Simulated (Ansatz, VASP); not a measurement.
HfO2: VASP beside Ansatz

Contents of INCAR:

```
ALGO = Normal ; EDIFF = 1E-8
ENCUT = 520 ; GGA = PE
GGA_COMPAT = False ; ISIF = 2
ISMEAR = -1 ; LASPH = True
LCHARG = False ; LEFG = True
LREAL = False ; LWAVE = False
NBANDS = 18 ; NELM = 120
PREC = Accurate ; SIGMA = 0.01
```

The input KPOINTS:

```
k-points
0
Gamma
  9 9 9
```

File POSCAR:

```
HfO2
1.0
    0.0000000000      2.5319250000      2.5575000000
    2.5319250000      0.0000000000      2.5575000000
    2.5319250000      2.5319250000      0.0000000000
Hf O
1 2
Direct
    0.0000000000      0.0000000000      0.0000000000
    0.2500000000      0.2500000000      0.2500000000
    0.7500000000      0.7500000000      0.7500000000
```

Input for Ansatz:

```yaml
crystal:
  lattice:
    - [0.0, 2.531925, 2.5575]
    - [2.531925, 0.0, 2.5575]
    - [2.531925, 2.531925, 0.0]
  atoms:
    - { symbol: Hf, position: [0.0, 0.0, 0.0] }
    - { symbol: O, position: [0.25, 0.25, 0.25] }
    - { symbol: O, position: [0.75, 0.75, 0.75] }
kpoints:
  mp_grid: { grid: [9, 9, 9] }
scf:
  occupations: { method: fermi_dirac, width: 0.01 }
hamiltonian:
  xc: pbe
  pseudopotentials: { kind: all_electron, datasets: crystal }
output:
  forces: true
  stress: true
  eigenvalues: true
  efg: { contact_densities: true }
```

Change from the starting cell: equal xx and yy strain of -1 %, crystal datasets.

Alike in both runs: task electric field gradients; functional PBE; k mesh 9 × 9 × 9; occupations fermi-dirac, width 0.01 eV; no spin polarisation.

|  | VASP | Ansatz |
| --- | --- | --- |
| version | VASP 6.6.1 | Ansatz 0.2.0 |
| potentials or method | VASP PAW PBE potentials, release 64 (Hf_pv, O), cutoff 520 eV | all-electron PAW with datasets made for the crystal, scalar-relativistic |

```csv
,VASP,Ansatz,Ansatz less VASP
gap on the k mesh at the Fermi level (eV),3.82,3.82,-0.003
pressure (GPa),-1.2,2.5,+3.73
"traceless stress, the component that is largest in VASP (GPa)",-3.12,-3.06,+0.055
size of Vzz on the site where it differs most (V/Å²),9.7,12.2,+2.48
```

Ansatz ran all-electron here, and VASP with PAW potentials.

Neither program's run includes spin-orbit coupling.
